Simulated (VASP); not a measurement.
# AlN (Pm) in VASP: further runs

The runs below take AlN through single point, with LDA.

All numbers are computed with VASP 6.6.1; they aren't measurements. Logs are shortened: lines on timing, memory, paths and dates and some standing lists are left out, and cuts for length are marked.

## Step 1: The cell of the first run

It takes space group Pm (No. 6, monoclinic). Conventional cell: a = 3.276 Å, b = 4.101 Å, c = 5.674 Å, α = 90.00°, β = 90.00°, γ = 90.00°. Within 1.6 Å of Al (site symmetry m) lie 1 N at 1.19 Å. Al (site symmetry m) has 5 N at 1.89 to 2.05 Å and 1 Al at 2.49 Å within 2.5 Å. Al (site symmetry m) has 5 N at 1.89 to 2.05 Å within 2.5 Å. Al (site symmetry m) has 5 N at 1.89 to 2.05 Å and 2 Al at 2.37 Å within 2.5 Å. Within 2.5 Å of N (site symmetry m) lie 5 Al at 1.89 to 2.20 Å. N (site symmetry m) has 5 Al at 1.89 to 2.05 Å within 2.5 Å. N (site symmetry m) has 4 Al at 1.89 to 2.16 Å within 2.5 Å. Within 1.6 Å of N (site symmetry m) lie 1 Al at 1.19 Å.

## Step 2: Single point, LDA (atom 1 (Al) moved by -0.496 Å along [1 0 0] and -0.620 Å along [1 2 0])

Contents of INCAR:

```
PREC     = Accurate       # precision mode
ENCUT    = 520            # plane-wave cutoff, eV
EDIFF    = 1E-7           # SCF threshold, eV
ISMEAR   = 0              # smearing method
SIGMA    = 0.05           # smearing width, eV
LREAL    = F              # projectors in reciprocal space
LASPH    = T              # aspherical terms in the spheres
NELM     = 80             # most SCF steps
ALGO     = Normal         # electronic algorithm
ISIF     = 2              # what is computed and relaxed
LWAVE    = F              # write WAVECAR
LCHARG   = F              # write CHGCAR
NBANDS   = 26             # bands
```

Contents of KPOINTS:

```
Automatic mesh
0
Gamma
  8 6 4
```

Contents of POSCAR:

```
AlN
1.0
   -1.6378403119      2.8368226349      0.0000000000
    0.0000000000      0.0000000000      4.1006264518
    4.9135209358      2.8368226349      0.0000000000
Al N
4 4
Direct
    0.4117936748      0.7500000000      0.0363186162
    1.0000000000      0.7500000000      0.6666666667
    0.0000000000      0.2500000000      0.3333333333
    0.5000000000      0.2500000000      0.8333333333
    0.5000000000      0.2500000000      0.1666666667
    1.0000000000      0.2500000000      0.6666666667
    0.0000000000      0.7500000000      0.3333333333
    0.5000000000      0.7500000000      0.8333333333
```

Potentials or basis: VASP PAW LDA potentials, release 64 (Al, N).

Command:

```sh
$ cat potpaw_LDA.64/Al/POTCAR potpaw_LDA.64/N/POTCAR > POTCAR
$ mpirun -np 1 vasp_std > vasp.out
```

OUTCAR:

```text
PREC = Accurate
   ENCUT = 520
   EDIFF = 1E-7
   ISMEAR = 0
   LREAL = F
   LASPH = T
   NELM = 80
   ISIF = 2

 ion  position               nearest neighbor table
   1  0.412  0.750  0.036-   8 1.19   7 2.16   5 2.20   5 2.20   4 2.37   4 2.37   2 2.49   7 2.56
                             2 2.85   3 2.98   3 2.98   3 3.28   3 3.28
   2  0.000  0.750  0.667-   8 1.89   8 1.89   7 1.89   6 2.05   6 2.05   1 2.49   4 2.79   4 2.79
                             4 2.79   4 2.79   3 2.79   3 2.79   1 2.85
   3  0.000  0.250  0.333-   5 1.89   5 1.89   6 1.89   7 2.05   7 2.05   2 2.79   2 2.79   1 2.98
                             1 2.98   4 3.28   4 3.28   4 3.28   4 3.28   1 3.28   1 3.28
   4  0.500  0.250  0.833-   6 1.89   6 1.89   5 1.89   8 2.05   8 2.05   1 2.37   1 2.37   2 2.79
                             2 2.79   2 2.79   2 2.79   3 3.28   3 3.28   3 3.28   3 3.28
   5  0.500  0.250  0.167-   3 1.89   3 1.89   4 1.89   1 2.20   1 2.20
   6  0.000  0.250  0.667-   4 1.89   4 1.89   3 1.89   2 2.05   2 2.05
   7  0.000  0.750  0.333-   2 1.89   3 2.05   3 2.05   1 2.16   1 2.56
   8  0.500  0.750  0.833-   1 1.19   2 1.89   2 1.89   4 2.05   4 2.05

 -----------------------------------------------------------------------------
|                                                                             |
|           W    W    AA    RRRRR   N    N  II  N    N   GGGG   !!!           |
|           W    W   A  A   R    R  NN   N  II  NN   N  G    G  !!!           |
|           W    W  A    A  R    R  N N  N  II  N N  N  G       !!!           |
|           W WW W  AAAAAA  RRRRR   N  N N  II  N  N N  G  GGG   !            |
|           WW  WW  A    A  R   R   N   NN  II  N   NN  G    G                |
|           W    W  A    A  R    R  N    N  II  N    N   GGGG   !!!           |
|                                                                             |
|     The distance between some ions is very small. Please check the          |
|     nearest-neighbor list in the OUTCAR file.                               |
|     I HOPE YOU KNOW WHAT YOU ARE DOING!                                     |
|                                                                             |
 -----------------------------------------------------------------------------

  LATTYP: Found a simple orthorhombic cell.
 ALAT       =     3.2756806238
 B/A-ratio  =     1.2518395176
 C/A-ratio  =     1.7320508076

  Lattice vectors:

 A1 = (  -1.6378403119,   2.8368226349,   0.0000000000)
 A2 = (   0.0000000000,   0.0000000000,   4.1006264518)
 A3 = (   4.9135209358,   2.8368226349,   0.0000000000)

Analysis of symmetry for initial positions (statically):
=====================================================================
 Subroutine PRICEL returns:
 Original cell was already a primitive cell.

 Routine SETGRP: Setting up the symmetry group for a
 simple orthorhombic supercell.

 Subroutine GETGRP returns: Found  2 space group operations
 (whereof  1 operations were pure point group operations)
 out of a pool of  8 trial point group operations.

The static configuration has the point symmetry C_1 .
 The point group associated with its full space group is C_1h.

Analysis of symmetry for dynamics (positions and initial velocities):
=====================================================================
 Subroutine PRICEL returns:
 Original cell was already a primitive cell.

 Routine SETGRP: Setting up the symmetry group for a
 simple orthorhombic supercell.

 Subroutine GETGRP returns: Found  2 space group operations
 (whereof  1 operations were pure point group operations)
 out of a pool of  8 trial point group operations.

The dynamic configuration has the point symmetry C_1 .
 The point group associated with its full space group is C_1h.

 Subroutine INISYM returns: Found  2 space group operations
 (whereof  1 operations are pure point group operations),
 and found     1 'primitive' translations

----------------------------------------------------------------------------------------

                                     Primitive cell

  volume of cell :      76.2103

  direct lattice vectors                    reciprocal lattice vectors
    -1.637840312  2.836822635  0.000000000    -0.152640033  0.264380293  0.000000000
     0.000000000  0.000000000  4.100626452     0.000000000  0.000000000  0.243865178
     4.913520936  2.836822635  0.000000000     0.152640033  0.088126764  0.000000000

  length of vectors
     3.275680624  4.100626452  5.673645270     0.305280067  0.243865178  0.176253529

  position of ions in fractional coordinates (direct lattice)
[... 25 lines left out ...]
 Grid dimensions read from file:
 generate k-points for:    8    6    4

 Generating k-lattice:

  Cartesian coordinates                     Fractional coordinates (reciprocal lattice)
    -0.019080004  0.033047537  0.000000000     0.125000000  0.000000000  0.000000000
     0.000000000  0.000000000  0.040644196     0.000000000  0.166666667  0.000000000
     0.038160008  0.022031691  0.000000000     0.000000000  0.000000000  0.250000000

  Length of vectors
     0.038160008  0.040644196  0.044063382

  Shift w.r.t. Gamma in fractional coordinates (k-lattice)
     0.000000000  0.000000000  0.000000000

 Subroutine IBZKPT returns following result:
 ===========================================

 Found     72 irreducible k-points:

 Following reciprocal coordinates:
            Coordinates               Weight
  0.000000  0.000000  0.000000      1.000000
  0.125000  0.000000  0.000000      2.000000
  0.250000  0.000000  0.000000      2.000000
  0.375000  0.000000  0.000000      2.000000
  0.500000  0.000000  0.000000      1.000000
  0.000000  0.166667  0.000000      2.000000
[... 16 lines left out ...]
  0.125000  0.000000 -0.250000      2.000000
  0.250000  0.000000  0.250000      2.000000
 [... further k-points ...]
   k-points           NKPTS =     72   k-points in BZ     NKDIM =     72   number of bands    NBANDS=     26
   number of dos      NEDOS =    301   number of ions     NIONS =      8
   total plane-waves  NPLWV =  30240
   dimension x,y,z NGX =    24 NGY =   30 NGZ =   42
   dimension x,y,z NGXF=    48 NGYF=   60 NGZF=   84
   ions per type =               4   4
   NGX,Y,Z   is equivalent  to a cutoff of  12.18, 12.16, 12.31 a.u.
   NGXF,Y,Z  is equivalent  to a cutoff of  24.36, 24.32, 24.61 a.u.
 SYSTEM =  unknown system
   PREC   = accura    normal or accurate (medium, high low for compatibility)
   ISTART =      0    job   : 0-new  1-cont  2-samecut
   ICHARG =      2    charge: 1-file 2-atom 10-const
   ISPIN  =      1    spin polarized calculation?
   LNONCOLLINEAR =      F non collinear calculations
   LSORBIT =      F    spin-orbit coupling
   LASPH  =      T    aspherical Exc in radial PAW
   ENCUT  =  520.0 eV  38.22 Ry    6.18 a.u.   6.09  7.62 10.55*2*pi/ulx,y,z
   NELM   =     80;   NELMIN=  2; NELMDL= -5     # of ELM steps
   EDIFF  = 0.1E-06   stopping-criterion for ELM
   LREAL  =      F    real-space projection
   EDIFFG = 0.1E-05   stopping-criterion for IOM
   NSW    =      0    number of steps for IOM
   IBRION =     -1    ionic relax: 0-MD 1-quasi-New 2-CG
   NFREE  =      0    steps in history (QN), initial steepest desc. (CG)
   ISIF   =      2    stress and relaxation
   ISYM   =      2    0-nonsym 1-usesym 2-fastsym
   POTIM  = 0.5000    time-step for ionic-motion
   TEBEG  =    0.0;   TEEND  =   0.0 temperature during run
   PSTRESS=    0.0 pullay stress
   NELECT =      32.0000    total number of electrons
   NUPDOWN=      -1.0000    fix difference up-down
   EMIN   =  10.00;   EMAX   =-10.00  energy-range for DOS
   EFERMI =   0.00;   METHOD = LEGACY
   ISMEAR =     0;   SIGMA  =   0.05  broadening in eV -4-tet -1-fermi 0-gaus
   EFERMI_NEDOS =   21; number of points for ismear=-14 and -15
   IALGO  =     38    algorithm
   IMIX   =      4    mixing-type and parameters
     AMIX     =   0.40;   BMIX     =  1.00
     AMIX_MAG =   1.60;   BMIX_MAG =  1.00
  volume/ion in A,a.u.               =       9.53        64.29
  Fermi-wavevector in a.u.,A,eV,Ry     =   1.225896  2.316607 20.447110  1.502820
  Thomas-Fermi vector in A             =   2.360917
   LORBIT       =      0    0 simple, 1 ext, 2 COOP (PROOUT), +10 PAW based schemes
   GGA     = CA    functional components
   LHFCALC =     F    Hartree Fock is set to
   AEXX    =    0.0000 exact exchange contribution
   IVDW    =     0    specifies the selected vdW correction
   LEPSILON=     F    determine dielectric tensor
   LRPA    =     F    only Hartree local field effects (RPA)
 non-spin polarized calculation
 Gauss-broadening in eV      SIGMA  =   0.05
  energy-cutoff  :      520.00
  volume of cell :       76.21
 maximum number of plane-waves:      2088
   NGX = 13   NGY = 15   NGZ = 21

 number of electron      32.0000003 magnetization

 Free energy of the ion-electron system (eV)
  ---------------------------------------------------
  ext. energy  EPLUGINS =         0.00000000
  ---------------------------------------------------
  free energy    TOTEN  =       -49.50685051 eV

  energy without entropy =      -49.50685051  energy(sigma->0) =      -49.50685051

 E-fermi :   9.3571     XC(G=0): -11.6438

 val. band max:        9.1229501639   @ k =  -0.0000   0.0000   0.5000
 cond. band min:       9.5909086096   @ k =   0.0000   0.0000   0.0000
 fundamental gap:      0.4679584457
 Fermi energy:         9.3571180924

 k-point     1 :       0.0000    0.0000    0.0000
  band No.  band energies     occupation
      1      -9.8960      2.00000
      2      -6.6680      2.00000
      3      -6.1954      2.00000
      4      -3.7289      2.00000
      5      -0.4302      2.00000
      6       1.4139      2.00000
[... 685 lines left out ...]
     25      17.5912      0.00000
     26      17.9702      0.00000

 [... further k-points ...]
[... 5 lines left out ...]
  --------------------------------------------------------------------------------------
  -------------------------------------------------------------------------------------
  Total       63.1232562      5.7039900      1.7553549     18.0056722      0.0000000      0.0000000
  in kB     1327.0461798    119.9155217     36.9029918    378.5349480      0.0000000      0.0000000
  external PRESSURE =     494.6215644 kB  Pullay stress =       0.0000000 kB

 VOLUME and BASIS-vectors are now :
 -----------------------------------------------------------------------------
  energy-cutoff  :      520.00
  volume of cell :       76.21
      direct lattice vectors                 reciprocal lattice vectors
    -1.637840312  2.836822635  0.000000000    -0.152640033  0.264380293  0.000000000
     0.000000000  0.000000000  4.100626452     0.000000000  0.000000000  0.243865178
     4.913520936  2.836822635  0.000000000     0.152640033  0.088126764  0.000000000

 POSITION                                       TOTAL-FORCE (eV/Angst)
 -----------------------------------------------------------------------------------
     -0.49600      1.27122      3.07547        65.119663     22.103052      0.000000
      3.27568      1.89122      3.07547        -3.811759     -2.768750      0.000000
      1.63784      0.94561      1.02516        -0.837833     -0.675696      0.000000
      3.27568      3.78243      1.02516        -1.004429      0.220475      0.000000
      0.00000      1.89122      1.02516        -2.653810     -2.426109      0.000000
      3.27568      1.89122      1.02516         1.566148      0.930383      0.000000
      1.63784      0.94561      3.07547        -1.158928     -0.218618      0.000000
      3.27568      3.78243      3.07547       -57.219053    -17.164736      0.000000
 -----------------------------------------------------------------------------------
    total drift:                                0.000050      0.000097     -0.000000

  FREE ENERGIE OF THE ION-ELECTRON SYSTEM (eV)
  ---------------------------------------------------
  free  energy   TOTEN  =       -49.5068505143 eV

  energy  without entropy=      -49.5068505143  energy(sigma->0) =      -49.50685051
```

Wall time 1.8 min (1 thread of Intel Xeon 6975P-C, shared host); peak memory 0.22 GiB.

What came out:

```yaml
Free_energy: -49.5069 eV
Pressure: 49.5 GPa
Largest_force: 68.769 eV/Å
Band_gap_on_the_k_mesh: 0.47 eV, indirect (least direct gap 0.55 eV)
```

Forces on the atoms (eV/Å):
```
Al   65.120  22.103   0.000
Al   -3.812  -2.769   0.000
Al   -0.838  -0.676   0.000
Al   -1.004   0.220   0.000
N    -2.654  -2.426   0.000
N     1.566   0.930   0.000
N    -1.159  -0.219   0.000
N   -57.219 -17.165   0.000
```

Caveat: the cell differs from its parent crystal (atom 1 (Al) moved by -0.496 Å along [1 0 0] and -0.620 Å along [1 2 0]); forces of over 1 eV/Å act on the atoms, so gaps and moduli don't describe the material at rest.

## Step 3: Single point, LDA (atom 1 (Al) moved by +0.124 Å along [1 0 0] and +0.496 Å along [1 2 0])

Contents of INCAR:

```
  PREC = Accurate
  ENCUT = 520
  EDIFF = 1E-6
  ISMEAR = 0
  SIGMA = 0.05
  LREAL = F
  LASPH = T
  NELM = 100
  ALGO = Normal
  ISIF = 2
  LWAVE = F
  LCHARG = F
  GGA = CA
  NBANDS = 26
```

Contents of KPOINTS:

```
regular mesh
0
Gamma
  8 6 4
```

Edit POSCAR of step 2 so:

```diff
@@ -8,3 +8,3 @@
 Direct
-    0.4117936748      0.7500000000      0.0363186162
+    0.6122052613      0.7500000000      0.2293049060
     1.0000000000      0.7500000000      0.6666666667
```

Potentials or basis: VASP PAW LDA potentials, release 64 (Al, N).

Command:

```sh
$ cat potpaw_LDA.64/Al/POTCAR potpaw_LDA.64/N/POTCAR > POTCAR
$ mpirun -np 1 vasp_std > vasp.out
```

OUTCAR:

```text
PREC = Accurate
   ENCUT = 520
   EDIFF = 1E-6
   ISMEAR = 0
   LREAL = F
   LASPH = T
   NELM = 100
   ISIF = 2
   GGA = CA

 ion  position               nearest neighbor table
   1  0.612  0.750  0.229-   7 1.40   7 2.09   5 2.11   5 2.11   8 2.28   3 2.48   3 2.48   2 2.79
                             3 2.93   3 2.93   4 3.06   4 3.06   2 3.19
   2  0.000  0.750  0.667-   8 1.89   8 1.89   7 1.89   6 2.05   6 2.05   1 2.79   4 2.79   4 2.79
                             4 2.79   4 2.79   3 2.79   3 2.79   1 3.19
   3  0.000  0.250  0.333-   5 1.89   5 1.89   6 1.89   7 2.05   7 2.05   1 2.48   1 2.48   2 2.79
                             2 2.79   1 2.93   1 2.93   4 3.28   4 3.28   4 3.28   4 3.28
   4  0.500  0.250  0.833-   6 1.89   6 1.89   5 1.89   8 2.05   8 2.05   2 2.79   2 2.79   2 2.79
                             2 2.79   1 3.06   1 3.06   3 3.28   3 3.28   3 3.28   3 3.28
   5  0.500  0.250  0.167-   3 1.89   3 1.89   4 1.89   1 2.11   1 2.11
   6  0.000  0.250  0.667-   4 1.89   4 1.89   3 1.89   2 2.05   2 2.05
   7  0.000  0.750  0.333-   1 1.40   2 1.89   3 2.05   3 2.05   1 2.09
   8  0.500  0.750  0.833-   2 1.89   2 1.89   4 2.05   4 2.05   1 2.28

  LATTYP: Found a simple orthorhombic cell.
 ALAT       =     3.2756806238
 B/A-ratio  =     1.2518395176
 C/A-ratio  =     1.7320508076

  Lattice vectors:

[... 196 lines left out ...]
 fundamental gap:      2.9971245844
 Fermi energy:         8.2560542250

 k-point     1 :       0.0000    0.0000    0.0000
  band No.  band energies     occupation
      1      -9.1158      2.00000
      2      -6.9143      2.00000
      3      -5.8223      2.00000
      4      -4.4939      2.00000
      5       0.7133      2.00000
      6       1.3393      2.00000
[... 685 lines left out ...]
     25      17.9585      0.00000
     26      18.2641      0.00000

 [... further k-points ...]
[... 5 lines left out ...]
  --------------------------------------------------------------------------------------
  -------------------------------------------------------------------------------------
  Total       -1.8839918     29.2012557      0.6445978     -2.8327317      0.0000000      0.0000000
  in kB      -39.6073377    613.9007592     13.5514407    -59.5527865      0.0000000      0.0000000
  external PRESSURE =     195.9482874 kB  Pullay stress =       0.0000000 kB

 VOLUME and BASIS-vectors are now :
 -----------------------------------------------------------------------------
  energy-cutoff  :      520.00
  volume of cell :       76.21
      direct lattice vectors                 reciprocal lattice vectors
    -1.637840312  2.836822635  0.000000000    -0.152640033  0.264380293  0.000000000
     0.000000000  0.000000000  4.100626452     0.000000000  0.000000000  0.243865178
     4.913520936  2.836822635  0.000000000     0.152640033  0.088126764  0.000000000

 POSITION                                       TOTAL-FORCE (eV/Angst)
 -----------------------------------------------------------------------------------
      0.12400      2.38722      3.07547         0.364053    -26.156830      0.000000
      3.27568      1.89122      3.07547         1.318850      1.077417      0.000000
      1.63784      0.94561      1.02516        -0.514968      1.135955      0.000000
      3.27568      3.78243      1.02516         0.424370      0.124788      0.000000
      0.00000      1.89122      1.02516         0.971122      1.489081      0.000000
      3.27568      1.89122      1.02516        -0.716378     -0.397984      0.000000
      1.63784      0.94561      3.07547        -1.877180     22.219962      0.000000
      3.27568      3.78243      3.07547         0.030131      0.507611      0.000000
 -----------------------------------------------------------------------------------
    total drift:                                0.000486     -0.000362     -0.000000

  FREE ENERGIE OF THE ION-ELECTRON SYSTEM (eV)
  ---------------------------------------------------
  free  energy   TOTEN  =       -60.2822209104 eV

  energy  without entropy=      -60.2822209104  energy(sigma->0) =      -60.28222091
```

Run time: 86 s. Hardware: 1 thread of Intel Xeon 6975P-C, shared host; peak memory 0.22 GiB.

What came out:

- Free energy: -60.2822 eV
- Pressure: 19.6 GPa
- Largest force: 26.159 eV/Å
- Band gap on the k mesh: 3.00 eV, direct

Forces in eV/Å, atoms in the order of the input:
```
Al    0.364 -26.157   0.000
Al    1.319   1.077   0.000
Al   -0.515   1.136   0.000
Al    0.424   0.125   0.000
N     0.971   1.489   0.000
N    -0.716  -0.398   0.000
N    -1.877  22.220   0.000
N     0.030   0.508   0.000
```

Caveat: the cell differs from its parent crystal (atom 1 (Al) moved by +0.124 Å along [1 0 0] and +0.496 Å along [1 2 0]); forces of over 1 eV/Å act on the atoms, so gaps and moduli don't describe the material at rest.

(Part 1 of 2 ends here.)
